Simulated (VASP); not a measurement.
Input of a VASP 6.6.1 run:

File INCAR:

```
SYSTEM = AlIn2N3
PREC = Accurate ; ENCUT = 520
EDIFF = 1E-6 ; ISMEAR = 0
SIGMA = 0.1 ; LREAL = .False.
LASPH = .True. ; NELM = 60
ALGO = Normal ; ISIF = 2
LWAVE = .False. ; LCHARG = .True.
GGA = PE ; LELF = .True.
LVHAR = .True. ; NBANDS = 31
```

File KPOINTS:

```
regular mesh
0
Gamma
  6 6 4
  0 0 0
```

File POSCAR:

```
AlIn2N3
1.0
    5.0292303800      0.0000000000      0.0000000000
   -2.5146151900      4.3554412700      0.0000000000
    0.0000000000      0.0000000000      4.5016655400
Al In N
1 2 3
Direct
    0.0000000000      0.0000000000      0.5000000000
    0.6666666700      0.3333333300      0.5000000000
    0.3333333300      0.6666666700      0.0000000000
    0.2203279800      0.7796720200      0.5000000000
    0.2203279800      0.4406559700      0.5000000000
    0.5593440300      0.7796720200      0.5000000000
```

Potentials or basis: VASP PAW PBE potentials, release 64 (Al, In_d, N).

Launch:

```sh
$ cat potpaw_PBE.64/Al/POTCAR potpaw_PBE.64/In_d/POTCAR potpaw_PBE.64/N/POTCAR > POTCAR
$ mpirun -np 1 vasp_std > vasp.out
```

Question: Predict the band gap on the k mesh.

Answer: Zero (bands 22 and 23 overlap by 1.97 eV).

Question: Estimate the pressure.

Answer: 8.2 GPa.

Question: What does it give for the largest force?

Answer: 1.511 eV/Å.

Stress tensor (GPa, compression positive):
```
 7.20  0.00  0.00
 0.00  7.20  0.00
 0.00  0.00 10.21
```

Caveat: the cell stands under pressure; spin-orbit coupling is left out, which moves the levels of the heavy elements; forces of over 1 eV/Å act on the atoms, so gaps and moduli don't describe the material at rest.
